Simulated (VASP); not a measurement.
# Sb (Cmmm) in VASP: notebook

Sb is run at these levels: PBE; tasks: single point, relaxation of cell and atoms.

All numbers are computed with VASP 6.6.1; they aren't measurements. Logs are shortened: lines on timing, memory, paths and dates and some standing lists are left out, and cuts for length are marked.

### 1 The cell of the first run

The structure is orthorhombic, space group Cmmm (No. 65). The conventional cell has a = 3.740 Å, b = 4.495 Å, c = 3.686 Å, α = 90.00°, β = 90.00°, γ = 90.00°. Sb (site symmetry mmm) has 8 Sb at 2.92 to 3.74 Å within 3.9 Å.

### 2 Single point, PBE

Contents of INCAR:

```
SYSTEM = Sb
ALGO = Normal
EDIFF = 1E-7
ENCUT = 520
GGA = PE
ISIF = 2
ISMEAR = 0
LASPH = .True.
LCHARG = .False.
LREAL = .False.
LWAVE = .False.
NBANDS = 8
NELM = 100
PREC = Accurate
SIGMA = 0.1
```

Contents of KPOINTS:

```
k-points
0
Gamma
  6 6 6
  0 0 0
```

Contents of POSCAR:

```
Sb
1.0
    1.8699283900     -2.2476075300      0.0000000000
    1.8699283900      2.2476075300      0.0000000000
    0.0000000000      0.0000000000      3.6856739100
Sb
1
Direct
    0.0000000000      0.0000000000      0.0000000000
```

Potentials or basis: VASP PAW PBE potentials, release 64 (Sb).

Started as:

```
> cat potpaw_PBE.64/Sb/POTCAR > POTCAR
> mpirun -np 1 vasp_std > vasp.out
```

OUTCAR:

```text
SYSTEM = Sb
   EDIFF = 1E-7
   ENCUT = 520
   GGA = PE
   ISIF = 2
   ISMEAR = 0
   LASPH = .True.
   LREAL = .False.
   NELM = 100
   PREC = Accurate

 ion  position               nearest neighbor table
   1  0.000  0.000  0.000-

  LATTYP: Found a base centered orthorhombic cell.
 ALAT       =     3.7398567800
 B/A-ratio  =     1.2019751890
 C/A-ratio  =     0.9855120468

  Lattice vectors:

 A1 = (   1.8699283900,  -2.2476075300,   0.0000000000)
 A2 = (   1.8699283900,   2.2476075300,   0.0000000000)
 A3 = (   0.0000000000,   0.0000000000,   3.6856739100)

Analysis of symmetry for initial positions (statically):
=====================================================================
 Subroutine PRICEL returns:
 Original cell was already a primitive cell.

 Routine SETGRP: Setting up the symmetry group for a
 base centered orthorhombic supercell.

 Subroutine GETGRP returns: Found  8 space group operations
 (whereof  8 operations were pure point group operations)
 out of a pool of  8 trial point group operations.

The static configuration has the point symmetry D_2h.

Analysis of symmetry for dynamics (positions and initial velocities):
=====================================================================
 Subroutine PRICEL returns:
 Original cell was already a primitive cell.

 Routine SETGRP: Setting up the symmetry group for a
 base centered orthorhombic supercell.

 Subroutine GETGRP returns: Found  8 space group operations
 (whereof  8 operations were pure point group operations)
 out of a pool of  8 trial point group operations.

The dynamic configuration has the point symmetry D_2h.

 Subroutine INISYM returns: Found  8 space group operations
 (whereof  8 operations are pure point group operations),
 and found     1 'primitive' translations

----------------------------------------------------------------------------------------

                                     Primitive cell

  volume of cell :      30.9808

  direct lattice vectors                    reciprocal lattice vectors
     1.869928390 -2.247607530  0.000000000     0.267389919 -0.222458767  0.000000000
     1.869928390  2.247607530  0.000000000     0.267389919  0.222458767  0.000000000
     0.000000000  0.000000000  3.685673910     0.000000000  0.000000000  0.271320802

  length of vectors
     2.923759873  2.923759873  3.685673910     0.347829371  0.347829371  0.271320802

  position of ions in fractional coordinates (direct lattice)
     0.000000000  0.000000000  0.000000000

  ion indices of the primitive-cell ions
   primitive index   ion index
                 1           1

----------------------------------------------------------------------------------------

 KPOINTS: k-points

Automatic generation of k-mesh.
 Grid dimensions read from file:
 generate k-points for:    6    6    6

 Generating k-lattice:

  Cartesian coordinates                     Fractional coordinates (reciprocal lattice)
     0.044564986 -0.037076461  0.000000000     0.166666667  0.000000000  0.000000000
     0.044564986  0.037076461  0.000000000     0.000000000  0.166666667  0.000000000
     0.000000000  0.000000000  0.045220134     0.000000000  0.000000000  0.166666667

  Length of vectors
     0.057971562  0.057971562  0.045220134

  Shift w.r.t. Gamma in fractional coordinates (k-lattice)
     0.000000000  0.000000000  0.000000000

 Subroutine IBZKPT returns following result:
 ===========================================

 Found     52 irreducible k-points:

 Following reciprocal coordinates:
            Coordinates               Weight
  0.000000  0.000000  0.000000      1.000000
  0.166667  0.000000  0.000000      4.000000
  0.333333  0.000000  0.000000      4.000000
  0.500000 -0.000000  0.000000      2.000000
  0.166667  0.166667  0.000000      2.000000
  0.333333  0.166667  0.000000      4.000000
[... 16 lines left out ...]
  0.333333  0.333333  0.166667      4.000000
  0.500000  0.333333  0.166667      8.000000
 [... further k-points ...]
   k-points           NKPTS =     52   k-points in BZ     NKDIM =     52   number of bands    NBANDS=      8
   number of dos      NEDOS =    301   number of ions     NIONS =      1
   total plane-waves  NPLWV =  16128
   dimension x,y,z NGX =    24 NGY =   24 NGZ =   28
   dimension x,y,z NGXF=    48 NGYF=   48 NGZF=   56
   ions per type =               1
   NGX,Y,Z   is equivalent  to a cutoff of  13.65, 13.65, 12.63 a.u.
   NGXF,Y,Z  is equivalent  to a cutoff of  27.29, 27.29, 25.26 a.u.
 SYSTEM =  Sb
   PREC   = accura    normal or accurate (medium, high low for compatibility)
   ISTART =      0    job   : 0-new  1-cont  2-samecut
   ICHARG =      2    charge: 1-file 2-atom 10-const
   ISPIN  =      1    spin polarized calculation?
   LNONCOLLINEAR =      F non collinear calculations
   LSORBIT =      F    spin-orbit coupling
   LASPH  =      T    aspherical Exc in radial PAW
   ENCUT  =  520.0 eV  38.22 Ry    6.18 a.u.   5.44  5.44  6.85*2*pi/ulx,y,z
   NELM   =    100;   NELMIN=  2; NELMDL= -5     # of ELM steps
   EDIFF  = 0.1E-06   stopping-criterion for ELM
   LREAL  =      F    real-space projection
   EDIFFG = 0.1E-05   stopping-criterion for IOM
   NSW    =      0    number of steps for IOM
   IBRION =     -1    ionic relax: 0-MD 1-quasi-New 2-CG
   NFREE  =      0    steps in history (QN), initial steepest desc. (CG)
   ISIF   =      2    stress and relaxation
   ISYM   =      2    0-nonsym 1-usesym 2-fastsym
   POTIM  = 0.5000    time-step for ionic-motion
   TEBEG  =    0.0;   TEEND  =   0.0 temperature during run
   PSTRESS=    0.0 pullay stress
   NELECT =       5.0000    total number of electrons
   NUPDOWN=      -1.0000    fix difference up-down
   EMIN   =  10.00;   EMAX   =-10.00  energy-range for DOS
   EFERMI =   0.00;   METHOD = LEGACY
   ISMEAR =     0;   SIGMA  =   0.10  broadening in eV -4-tet -1-fermi 0-gaus
   EFERMI_NEDOS =   21; number of points for ismear=-14 and -15
   IALGO  =     38    algorithm
   IMIX   =      4    mixing-type and parameters
     AMIX     =   0.40;   BMIX     =  1.00
     AMIX_MAG =   1.60;   BMIX_MAG =  1.00
  volume/ion in A,a.u.               =      30.98       209.07
  Fermi-wavevector in a.u.,A,eV,Ry     =   0.891321  1.684352 10.809186  0.794453
  Thomas-Fermi vector in A             =   2.013126
   LORBIT       =      0    0 simple, 1 ext, 2 COOP (PROOUT), +10 PAW based schemes
   GGA     = PE    functional components
   LHFCALC =     F    Hartree Fock is set to
   AEXX    =    0.0000 exact exchange contribution
   IVDW    =     0    specifies the selected vdW correction
   LEPSILON=     F    determine dielectric tensor
   LRPA    =     F    only Hartree local field effects (RPA)
 non-spin polarized calculation
 Gauss-broadening in eV      SIGMA  =   0.10
  energy-cutoff  :      520.00
  volume of cell :       30.98
 maximum number of plane-waves:       848
 NGX is ok and might be reduce to    24
   NGX = 11   NGY = 11   NGZ = 13

 number of electron       5.0000000 magnetization

 Free energy of the ion-electron system (eV)
  ---------------------------------------------------
  ext. energy  EPLUGINS =         0.00000000
  ---------------------------------------------------
  free energy    TOTEN  =        -3.80328776 eV

  energy without entropy =       -3.79803054  energy(sigma->0) =       -3.80065915

 E-fermi :   6.5121     XC(G=0):  -9.4120

 val. band max:        6.5113679311   @ k =   0.3333   0.3333   0.3333
 cond. band min:       6.5677768629   @ k =  -0.3333   0.1667   0.1667
 fundamental gap:      0.0564089318
 Fermi energy:         6.5120985069

 k-point     1 :       0.0000    0.0000    0.0000
  band No.  band energies     occupation
      1      -5.8493      2.00000
      2       6.1932      1.99999
      3      10.6228      0.00000
      4      11.7648      0.00000
      5      12.5244      0.00000
      6      15.3472      0.00000
      7      17.1363      0.00000
      8      23.3369      0.00000

 k-point     2 :       0.1667    0.0000    0.0000
  band No.  band energies     occupation
      1      -5.3460      2.00000
      2       6.6890      0.01236
      3       8.1105      0.00000
      4      11.0789      0.00000
      5      12.3626      0.00000
      6      16.6948      0.00000
      7      19.9526      0.00000
      8      20.3997      0.00000

 k-point     3 :       0.3333    0.0000    0.0000
  band No.  band energies     occupation
      1      -3.8874      2.00000
      2       3.5145      2.00000
      3       7.9814      0.00000
      4      12.4044      0.00000
      5      12.9045      0.00000
      6      16.4235      0.00000
      7      17.3229      0.00000
      8      18.6878      0.00000

 k-point     4 :       0.5000   -0.0000    0.0000
  band No.  band energies     occupation
      1      -2.3944      2.00000
      2       0.9161      2.00000
      3       8.9636      0.00000
      4      13.2894      0.00000
      5      14.3467      0.00000
      6      14.6746      0.00000
      7      15.0051      0.00000
      8      17.4172      0.00000

 k-point     5 :       0.1667    0.1667    0.0000
  band No.  band energies     occupation
      1      -4.6791      2.00000
      2       7.3290      0.00000
      3       7.7518      0.00000
      4       7.8155      0.00000
      5      11.6967      0.00000
      6      19.5261      0.00000
      7      19.7765      0.00000
      8      21.0178      0.00000

 k-point     6 :       0.3333    0.1667    0.0000
  band No.  band energies     occupation
      1      -3.0975      2.00000
      2       3.3655      2.00000
      3       8.4031      0.00000
      4       8.6899      0.00000
      5      13.1852      0.00000
      6      16.3061      0.00000
      7      17.8201      0.00000
      8      20.1167      0.00000

 k-point     7 :       0.5000    0.1667    0.0000
  band No.  band energies     occupation
      1      -1.9821      2.00000
      2       1.4796      2.00000
      3       9.4081      0.00000
      4       9.8050      0.00000
      5      14.6925      0.00000
      6      15.1150      0.00000
      7      15.4672      0.00000
      8      16.7893      0.00000

 k-point     8 :      -0.3333    0.1667    0.0000
  band No.  band energies     occupation
      1      -3.6950      2.00000
      2       4.6124      2.00000
      3       8.2302      0.00000
      4      10.7813      0.00000
      5      12.6321      0.00000
      6      14.7820      0.00000
      7      17.3250      0.00000
      8      18.8699      0.00000

 k-point     9 :      -0.1667    0.1667    0.0000
  band No.  band energies     occupation
      1      -5.0098      2.00000
      2       7.0347      0.00000
      3       8.8395      0.00000
      4       9.9572      0.00000
      5      11.4201      0.00000
      6      17.1127      0.00000
      7      19.0727      0.00000
      8      20.7157      0.00000

 k-point    10 :       0.3333    0.3333    0.0000
  band No.  band energies     occupation
      1      -1.4519      2.00000
      2       3.7626      2.00000
      3       4.6642      2.00000
      4      10.0369      0.00000
      5      14.5259      0.00000
      6      16.1456      0.00000
      7      16.8789      0.00000
      8      17.2007      0.00000
[... 78 lines left out ...]
 k-point    18 :       0.1667    0.1667    0.1667
  band No.  band energies     occupation
      1      -4.5006      2.00000
      2       5.6502      2.00000
      3       7.9158      0.00000
      4       8.0178      0.00000
      5      13.9171      0.00000
      6      17.6456      0.00000
      7      17.9204      0.00000
      8      21.1790      0.00000

 k-point    19 :       0.3333    0.1667    0.1667
  band No.  band energies     occupation
      1      -2.9166      2.00000
      2       3.5370      2.00000
      3       7.0771      0.00000
      4       8.5923      0.00000
      5      13.6519      0.00000
      6      15.8210      0.00000
      7      18.3067      0.00000
      8      20.3435      0.00000

 k-point    20 :       0.5000    0.1667    0.1667
  band No.  band energies     occupation
      1      -1.7955      2.00000
      2       1.6440      2.00000
      3       7.8874      0.00000
      4      10.0200      0.00000
      5      12.4171      0.00000
      6      16.4654      0.00000
      7      17.0453      0.00000
      8      18.8670      0.00000

 k-point    21 :      -0.3333    0.1667    0.1667
  band No.  band energies     occupation
      1      -3.5153      2.00000
      2       4.7805      2.00000
      3       6.5678      0.43104
      4      11.0268      0.00000
      5      14.1471      0.00000
      6      15.0869      0.00000
      7      15.8455      0.00000
      8      20.0338      0.00000

 k-point    22 :      -0.1667    0.1667    0.1667
  band No.  band energies     occupation
      1      -4.8317      2.00000
      2       5.3412      2.00000
      3       8.9992      0.00000
      4      10.1988      0.00000
      5      13.6733      0.00000
      6      17.2887      0.00000
      7      19.0609      0.00000
      8      19.1691      0.00000

 k-point    23 :       0.3333    0.3333    0.1667
  band No.  band energies     occupation
      1      -1.2674      2.00000
      2       3.9181      2.00000
      3       4.8521      2.00000
      4       8.5154      0.00000
      5      14.2583      0.00000
      6      14.8914      0.00000
      7      15.9014      0.00000
      8      17.6929      0.00000

 k-point    24 :       0.5000    0.3333    0.1667
  band No.  band energies     occupation
      1      -0.5306      2.00000
      2       2.9784      2.00000
      3       6.0197      2.00000
      4       9.0611      0.00000
      5      12.2331      0.00000
      6      13.8575      0.00000
      7      16.1950      0.00000
      8      18.1764      0.00000

 [... further k-points ...]
[... 5 lines left out ...]
  --------------------------------------------------------------------------------------
  -------------------------------------------------------------------------------------
  Total        2.1208320      1.4499156     -1.6068507      0.0000000      0.0000000      0.0000000
  in kB      109.6792552     74.9826793    -83.0986099      0.0000000      0.0000000      0.0000000
  external PRESSURE =      33.8544415 kB  Pullay stress =       0.0000000 kB

 VOLUME and BASIS-vectors are now :
 -----------------------------------------------------------------------------
  energy-cutoff  :      520.00
  volume of cell :       30.98
      direct lattice vectors                 reciprocal lattice vectors
     1.869928390 -2.247607530  0.000000000     0.267389919 -0.222458767  0.000000000
     1.869928390  2.247607530  0.000000000     0.267389919  0.222458767  0.000000000
     0.000000000  0.000000000  3.685673910     0.000000000  0.000000000  0.271320802

 POSITION                                       TOTAL-FORCE (eV/Angst)
 -----------------------------------------------------------------------------------
      0.00000      0.00000      0.00000        -0.000000      0.000000      0.000000
 -----------------------------------------------------------------------------------
    total drift:                                0.000000      0.000000      0.000000

  FREE ENERGIE OF THE ION-ELECTRON SYSTEM (eV)
  ---------------------------------------------------
  free  energy   TOTEN  =        -3.8032877582 eV

  energy  without entropy=       -3.7980305410  energy(sigma->0) =       -3.80065915
```

Wall time 7.4 s (1 thread of Intel Xeon 6975P-C, shared host); peak memory 0.15 GiB.

What came out:

```yaml
Free_energy: -3.8033 eV
Pressure: 3.4 GPa
```

Levels at points of the mesh, in eV from the Fermi level:
```
           k point  band 1  band 2  band 3  band 4  band 5  band 6
(0.00, 0.00, 0.00)  -12.36   -0.32    4.11    5.25    6.01    8.84
(0.50, 0.00, 0.00)   -8.91   -5.60    2.45    6.78    7.83    8.16
(0.50, 0.50, 0.00)   -5.67   -4.17   -1.51    3.36    4.83    9.84
(0.00, 0.00, 0.50)  -11.51   -4.89    5.96    6.73    9.61   11.95
(0.50, 0.00, 0.50)   -8.00   -4.84   -1.90    2.57    7.55   11.56
(0.50, 0.50, 0.50)   -4.61   -3.49   -0.85    0.52    4.56    4.66
```

Caveat: the k points lie up to 0.36 Å⁻¹ apart; spin-orbit coupling is left out, which moves the levels of the heavy elements.

### 3 Relaxation of cell and atoms, PBE

Contents of INCAR:

```
SYSTEM = Sb
ALGO = Normal
EDIFF = 1E-6
EDIFFG = -0.04
ENCUT = 600
GGA = PE
IBRION = 2
ISIF = 3
ISMEAR = 0
LASPH = .True.
LCHARG = .False.
LREAL = .False.
LWAVE = .False.
NELM = 80
NSW = 90
PREC = Accurate
SIGMA = 0.1
```

KPOINTS is that of step 2.

POSCAR is that of step 2.

Potentials or basis: VASP PAW PBE potentials, release 64 (Sb).

Started as:

```
> cat potpaw_PBE.64/Sb/POTCAR > POTCAR
> mpirun -np 1 vasp_std > vasp.out
```

It took 33 s on 1 thread of Intel Xeon 6975P-C, shared host; peak memory 0.16 GiB.

It converged, with:

```yaml
Free_energy: -4.1198 eV
Relaxed_volume: 30.49 Å³/atom
Relaxed_cell: a = 3.122 Å, b = 3.122 Å, c = 3.128 Å, α = 90.00°, β = 90.00°, γ = 90.24°
Space_group_after_relaxing_to_0.05_Å: Pm-3m (No. 221)
Energy_gained_by_relaxing: 316.5 meV/atom
Ionic_steps: 11
Pressure_after_relaxing: 0.0 GPa
```

Stress tensor (GPa, compression positive):
```
 0.11  0.00  0.00
 0.00  0.04  0.00
 0.00  0.00 -0.02
```

The path:
```csv
step,energy change (eV),largest force (eV/Å),pressure (GPa),volume (Å³)
1,0.0000,0.0000,3.38,30.98
2,-0.2158,0.0000,-4.39,33.70
3,-0.2157,0.0000,-4.38,33.69
4,-0.3064,0.0000,0.20,30.38
5,-0.3064,0.0000,0.20,30.38
6,-0.3112,0.0000,-0.03,30.50
7,-0.3157,0.0000,-0.27,30.68
8,-0.3160,0.0000,-0.33,30.73
9,-0.3164,0.0000,0.25,30.35
10,-0.3164,0.0000,0.08,30.45
11,-0.3165,0.0000,0.04,30.49
```

Final structure:
```cif
data_structure
_symmetry_space_group_name_H-M 'P 1'
_symmetry_Int_Tables_number 1
_cell_length_a 3.1222
_cell_length_b 3.1222
_cell_length_c 3.1282
_cell_angle_alpha 90.000
_cell_angle_beta 90.000
_cell_angle_gamma 90.236
_cell_volume 30.49
loop_
_atom_site_label
_atom_site_type_symbol
_atom_site_fract_x
_atom_site_fract_y
_atom_site_fract_z
_atom_site_occupancy
Sb1 Sb 0.00000 0.00000 0.00000 1
```

Levels at points of the mesh, in eV from the Fermi level:
```tsv
k point	band 1	band 2	band 3	band 4	band 5
(0.00, 0.00, 0.00)	-12.45	2.94	2.99	3.00	6.65
(0.50, 0.00, 0.00)	-10.10	-5.66	4.89	4.94	8.71
(0.50, 0.50, 0.00)	-7.61	-3.69	-3.65	2.03	6.85
(0.00, 0.00, 0.50)	-10.13	-5.66	4.91	4.93	8.71
(0.50, 0.00, 0.50)	-7.64	-3.69	-3.66	2.02	6.89
(0.50, 0.50, 0.50)	-4.88	-1.84	-1.79	-1.79	4.60
```

Caveat: the k points lie up to 0.34 Å⁻¹ apart in the final cell; spin-orbit coupling is left out, which moves the levels of the heavy elements.
